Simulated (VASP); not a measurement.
# MnS (Fm-3m) in VASP: settings compared, part 2 of 2

VASP 6.6.1.

## Step 4: Single point, PBE, collinear spin, ferromagnetic start

This run uses another cell than the first one, of 17.67 Å³/atom.

INCAR reads:

```
SYSTEM = MnS
PREC = Accurate ; ENCUT = 520
EDIFF = 1E-6 ; ISMEAR = 0
SIGMA = 0.028999999999999998 ; LREAL = .FALSE.
LASPH = .TRUE. ; NELM = 150
ALGO = Normal ; ISIF = 2
LWAVE = .FALSE. ; LCHARG = .TRUE.
ISPIN = 2 ; MAGMOM = 4 0
LORBIT = 11 ; LMAXMIX = 4
GGA = PE ; LELF = .TRUE.
LVHAR = .TRUE. ; NBANDS = 20
```

KPOINTS reads:

```
Automatic mesh
0
G
  9 9 9
  0 0 0
```

POSCAR reads:

```
MnS
1.0
    0.0000000000      2.6045000000      2.6045000000
    2.6045000000      0.0000000000      2.6045000000
    2.6045000000      2.6045000000      0.0000000000
Mn S
1 1
Direct
    0.0000000000      0.0000000000      0.0000000000
    0.5000000000      0.5000000000      0.5000000000
```

Potentials or basis: VASP PAW PBE potentials, release 64 (Mn_pv, S).

Run with:

```console
cat potpaw_PBE.64/Mn_pv/POTCAR potpaw_PBE.64/S/POTCAR > POTCAR
mpirun -np 1 vasp_std > vasp.out
```

OUTCAR:

```text
SYSTEM = MnS
   PREC = Accurate
   ENCUT = 520
   EDIFF = 1E-6
   ISMEAR = 0
   LREAL = .FALSE.
   LASPH = .TRUE.
   NELM = 150
   ISIF = 2
   ISPIN = 2
   LORBIT = 11
   GGA = PE

 ion  position               nearest neighbor table
   1  0.000  0.000  0.000-   2 2.60   2 2.60   2 2.60   2 2.60   2 2.60   2 2.60
   2  0.500  0.500  0.500-   1 2.60   1 2.60   1 2.60   1 2.60   1 2.60   1 2.60

  LATTYP: Found a face centered cubic cell.
 ALAT       =     5.2090000000

  Lattice vectors:

 A1 = (   0.0000000000,   2.6045000000,   2.6045000000)
 A2 = (   2.6045000000,   0.0000000000,   2.6045000000)
 A3 = (   2.6045000000,   2.6045000000,   0.0000000000)

Analysis of symmetry for initial positions (statically):
=====================================================================
 Subroutine PRICEL returns:
 Original cell was already a primitive cell.

 Routine SETGRP: Setting up the symmetry group for a
 face centered cubic supercell.

 Subroutine GETGRP returns: Found 48 space group operations
 (whereof 48 operations were pure point group operations)
 out of a pool of 48 trial point group operations.

The static configuration has the point symmetry O_h .

Analysis of symmetry for dynamics (positions and initial velocities):
=====================================================================
 Subroutine PRICEL returns:
 Original cell was already a primitive cell.

 Routine SETGRP: Setting up the symmetry group for a
 face centered cubic supercell.

 Subroutine GETGRP returns: Found 48 space group operations
 (whereof 48 operations were pure point group operations)
 out of a pool of 48 trial point group operations.

The dynamic configuration has the point symmetry O_h .

Analysis of structural, dynamic, and magnetic symmetry:
=====================================================================
 Subroutine PRICEL returns:
 Original cell was already a primitive cell.

 Routine SETGRP: Setting up the symmetry group for a
 face centered cubic supercell.

 Subroutine GETGRP returns: Found 48 space group operations
 (whereof 48 operations were pure point group operations)
 out of a pool of 48 trial point group operations.

[... 140 lines left out ...]
 Free energy of the ion-electron system (eV)
  ---------------------------------------------------
  ext. energy  EPLUGINS =         0.00000000
  ---------------------------------------------------
  free energy    TOTEN  =       -14.06661548 eV

  energy without entropy =      -14.06616053  energy(sigma->0) =      -14.06638801

 E-fermi :   6.6270     XC(G=0): -10.6416

 val. band max:        6.6172656807   @ k =  -0.2222   0.1111   0.0000
 cond. band min:       6.6422108882   @ k =  -0.3333   0.2222   0.0000
 fundamental gap:      0.0249452075
 Fermi energy:         6.6270121945

 spin component 1

 k-point     1 :       0.0000    0.0000    0.0000
  band No.  band energies     occupation
      1     -44.0627      1.00000
      2     -44.0627      1.00000
      3     -44.0627      1.00000
      4      -7.9384      1.00000
      5       3.2536      1.00000
      6       3.2536      1.00000
[... 541 lines left out ...]
     19      21.3185      0.00000
     20      21.3185      0.00000

 [... further k-points ...]

 spin component 2

 k-point     1 :       0.0000    0.0000    0.0000
  band No.  band energies     occupation
      1     -39.5274      1.00000
      2     -39.5274      1.00000
      3     -39.5274      1.00000
      4      -7.6416      1.00000
      5       4.9863      1.00000
      6       4.9863      1.00000
[... 541 lines left out ...]
     19      21.7214      0.00000
     20      21.7214      0.00000

 [... further k-points ...]
[... 5 lines left out ...]
  --------------------------------------------------------------------------------------
  -------------------------------------------------------------------------------------
  Total       -0.6309309     -0.6309309     -0.6309309      0.0000000     -0.0000000      0.0000000
  in kB      -28.6081169    -28.6081169    -28.6081169      0.0000000     -0.0000000      0.0000000
  external PRESSURE =     -28.6081169 kB  Pullay stress =       0.0000000 kB

 VOLUME and BASIS-vectors are now :
 -----------------------------------------------------------------------------
  energy-cutoff  :      520.00
  volume of cell :       35.33
      direct lattice vectors                 reciprocal lattice vectors
     0.000000000  2.604500000  2.604500000    -0.191975427  0.191975427  0.191975427
     2.604500000  0.000000000  2.604500000     0.191975427 -0.191975427  0.191975427
     2.604500000  2.604500000  0.000000000     0.191975427  0.191975427 -0.191975427

 POSITION                                       TOTAL-FORCE (eV/Angst)
 -----------------------------------------------------------------------------------
      0.00000      0.00000      0.00000        -0.000000     -0.000000     -0.000000
      2.60450      2.60450      2.60450         0.000000      0.000000      0.000000
 -----------------------------------------------------------------------------------
    total drift:                               -0.000000      0.000000      0.000000

  FREE ENERGIE OF THE ION-ELECTRON SYSTEM (eV)
  ---------------------------------------------------
  free  energy   TOTEN  =       -14.0666154850 eV

  energy  without entropy=      -14.0661605347  energy(sigma->0) =      -14.06638801

 total charge

# of ion       s       p       d       tot
------------------------------------------
    1        0.215   6.162   4.928  11.305
    2        1.327   2.401   0.000   3.728
--------------------------------------------------
tot          1.542   8.563   4.928  15.033

 magnetization (x)

# of ion       s       p       d       tot
------------------------------------------
    1        0.052   0.039   4.171   4.261
    2        0.027   0.081   0.000   0.108
--------------------------------------------------
tot          0.078   0.120   4.171   4.369
```

OSZICAR:

```text
N       E                     dE             d eps       ncg     rms          rms(c)
DAV:   1     0.153584033655E+03    0.15358E+03   -0.10106E+04  2816   0.975E+02
DAV:   2    -0.693440382153E+01   -0.16052E+03   -0.15080E+03  2916   0.284E+02
DAV:   3    -0.150986945764E+02   -0.81643E+01   -0.80625E+01  3296   0.693E+01
DAV:   4    -0.151970024333E+02   -0.98308E-01   -0.98248E-01  3164   0.774E+00
DAV:   5    -0.151984413097E+02   -0.14389E-02   -0.14388E-02  3164   0.987E-01    0.115E+01
DAV:   6    -0.141268936200E+02    0.10715E+01   -0.55935E+00  3120   0.272E+01    0.110E+01
DAV:   7    -0.140691448781E+02    0.57749E-01   -0.69146E-01  3068   0.106E+01    0.621E+00
DAV:   8    -0.140708117211E+02   -0.16668E-02   -0.34365E-02  3096   0.149E+00    0.324E+00
DAV:   9    -0.140661213416E+02    0.46904E-02   -0.11961E-02  2984   0.107E+00    0.280E-01
DAV:  10    -0.140665216324E+02   -0.40029E-03   -0.23307E-03  3008   0.335E-01    0.139E-01
DAV:  11    -0.140665714782E+02   -0.49846E-04   -0.25068E-04  3072   0.117E-01    0.111E-01
DAV:  12    -0.140665972957E+02   -0.25817E-04   -0.42237E-05  3100   0.574E-02    0.785E-02
DAV:  13    -0.140666114356E+02   -0.14140E-04   -0.82876E-06  2984   0.229E-02    0.352E-02
DAV:  14    -0.140666150903E+02   -0.36547E-05   -0.53093E-06  2964   0.183E-02    0.674E-03
DAV:  15    -0.140666154850E+02   -0.39466E-06   -0.50877E-07  2048   0.519E-03
   1 F= -.14066615E+02 E0= -.14066388E+02  d E =-.454950E-03  mag=     4.7198
```

stdout:

```text
POSCAR found type information on POSCAR MnS
 POSCAR found :  2 types and       2 ions
 scaLAPACK will be used
 LDA part: xc-table for (Slater+PW92), standard interpolation
 POSCAR, INCAR and KPOINTS ok, starting setup
 FFT: planning ... GRIDC
 FFT: planning ... GRID_SOFT
 FFT: planning ... GRID
 WAVECAR not read
 entering main loop
```

Wall time 22 s (1 thread of Intel Xeon 6975P-C (Granite Rapids), shared host); peak memory 0.19 GiB.

What came out:

- Free energy: -14.0666 eV
- Pressure: -2.9 GPa
- Net moment: 4.72 μB per cell
- Site moments: Mn +4.26; S +0.11 μB
- Valence electrons inside the program's atomic spheres: Mn 11.30; S 3.73

Caveat: a cell with one magnetic atom can't hold antiferromagnetic order, which such compounds often take; semilocal functionals often make such compounds metallic where correlation or magnetic order opens a gap, which also shifts bond lengths.

## Step 5: Single point, PBEsol, collinear spin, ferromagnetic start

This run uses another cell than the first one, of 17.67 Å³/atom.

INCAR reads:

```
SYSTEM = MnS
PREC = Accurate ; ENCUT = 520
EDIFF = 1E-6 ; ISMEAR = 0
SIGMA = 0.1 ; LREAL = .FALSE.
LASPH = .TRUE. ; NELM = 150
ALGO = Normal ; ISIF = 2
LWAVE = .FALSE. ; LCHARG = .FALSE.
ISPIN = 2 ; MAGMOM = 4 0
LORBIT = 11 ; LMAXMIX = 4
GGA = PS ; NBANDS = 20
```

KPOINTS is that of step 4.

POSCAR is that of step 4.

Run with:

```console
cat potpaw_PBE.64/Mn_pv/POTCAR potpaw_PBE.64/S/POTCAR > POTCAR
mpirun -np 1 vasp_std > vasp.out
```

It took 20 s on 1 thread of Intel Xeon 6975P-C (Granite Rapids), shared host; peak memory 0.18 GiB.

It converged, with:

| Item | Value |
| --- | --- |
| Free energy | -14.8565 eV |
| Pressure | -7.2 GPa |
| Net moment | 4.69 μB per cell |
| Site moments | Mn +4.23; S +0.10 μB |
| Valence electrons inside the program's atomic spheres | Mn 11.31; S 3.69 |

Levels at points of the mesh, in eV from the Fermi level:
Spin up:
| k point | band 9 | band 10 | band 11 | band 12 | band 13 | band 14 | band 15 | band 16 |
| --- | --- | --- | --- | --- | --- | --- | --- | --- |
| (0.00, 0.00, 0.00) | -3.26 | -1.85 | -1.85 | -1.85 | 1.64 | 8.56 | 8.56 | 8.56 |
Spin down:
```csv
k point,band 5,band 6,band 7,band 8,band 9,band 10
"(0.00, 0.00, 0.00)",-1.60,-1.60,-1.60,0.28,0.28,0.28
```

Caveat: the cell stands under tension; the PAW data sets were made with another functional, which shifts forces and pressure a little; a cell with one magnetic atom can't hold antiferromagnetic order, which such compounds often take; semilocal functionals often make such compounds metallic where correlation or magnetic order opens a gap, which also shifts bond lengths. With open d or f shells a metallic result of PBEsol can be an artefact of self-interaction; +U or a hybrid may open a gap.

## Step 6: The runs side by side

| level | cell | smearing | gap on the mesh (eV) | pressure (GPa) | moment (μB) |
| --- | --- | --- | --- | --- | --- |
| revPBE+D3(BJ) | a = 3.550 Å, angles 60.0°, 2 atoms | fermi-dirac 0.05 eV | none | -0.1 | 4.42 |
| revPBE | a = 3.678 Å, angles 60.0°, 2 atoms | fermi-dirac 0.05 eV | none | -0.1 | 4.75 |
| PBE | a = 3.683 Å, angles 60.0°, 2 atoms | gaussian 0.029 eV | none | -2.9 | 4.72 |
| PBEsol | a = 3.683 Å, angles 60.0°, 2 atoms | gaussian 0.1 eV | none | -7.2 | 4.69 |

Alike in all rows: task single point; potentials or basis VASP PAW PBE potentials, release 64 (Mn_pv, S); spin collinear, ferromagnetic start; k mesh 9 × 9 × 9; cutoff (eV) 520.

Caveats: a cell with one magnetic atom can't hold antiferromagnetic order, which such compounds often take; semilocal functionals often make such compounds metallic where correlation or magnetic order opens a gap, which also shifts bond lengths; the PAW data sets were made with another functional, which shifts forces and pressure a little (at least some runs); the cell stands under tension (at least some runs).

Total energies depend on the potentials used, so only differences within one code and one set of settings carry meaning.
